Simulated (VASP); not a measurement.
Here is a VASP 6.6.1 calculation.

INCAR

```
ALGO = Normal ; EDIFF = 1E-6
ENCUT = 520 ; GGA = PE
ISIF = 2 ; ISMEAR = -1
ISPIN = 2 ; LASPH = True
LCHARG = False ; LORBIT = 11
LREAL = Auto ; LWAVE = False
MAGMOM = 0 0 0 0 0 0 0 0 0 0 0 0 0 0 0 0 0 0 0 0 ; NBANDS = 60
NELM = 150 ; PREC = Accurate
SIGMA = 0.05
```

Contents of KPOINTS:

```
k-points
0
Gamma
  2 2 1
```

File POSCAR:

```
HC18O
1.0
    7.3980000000      0.0000000000      0.0000000000
   -3.6990000000      6.4068560000      0.0000000000
    0.0000000000      0.0000000000     12.0000000000
C O H
18 1 1
Direct
   -0.0021027381     -0.0061616805      0.0748767500
    0.2205058871      0.1055700331      0.0845631667
   -0.0020954562      0.3255365814      0.0748497500
    0.2205126389      0.4364118688      0.0845576667
   -0.0026958002      0.6593905029      0.0789348333
    0.2189332603      0.7702044497      0.0824330833
    0.3298297802     -0.0081709344      0.0827380833
    0.5524897015      0.1039502058      0.0756915000
    0.3297983083      0.3256325724      0.0947082500
    0.5610634816      0.4412388853      0.1165694167
    0.3298297482      0.6594772850      0.0827451667
    0.5524925439      0.7700088780      0.0757361667
    0.6634541535     -0.0075391112      0.0711247500
    0.8859546830      0.1037149891      0.0725247500
    0.6652091008      0.3239618621      0.0777417500
    0.8858644049      0.4360110482      0.0737287500
    0.6652076779      0.6627097597      0.0778172500
    0.8858587380      0.7713257485      0.0737815000
    0.6046410736      0.4628755508      0.2397330833
    0.7577489143      0.5393080475      0.2401439167
```

Potentials or basis: VASP PAW PBE potentials, release 64 (C, O, H).

The run is started by

```sh
$ cat potpaw_PBE.64/C/POTCAR potpaw_PBE.64/O/POTCAR potpaw_PBE.64/H/POTCAR > POTCAR
$ mpirun -np 1 vasp_std > vasp.out
```

(1) Predict the net moment.

(2) What does it give for the largest force?

Answers

(1) 0.00 μB per cell.

(2) 0.496 eV/Å.

Caveat: the k points lie up to 0.49 Å⁻¹ apart.
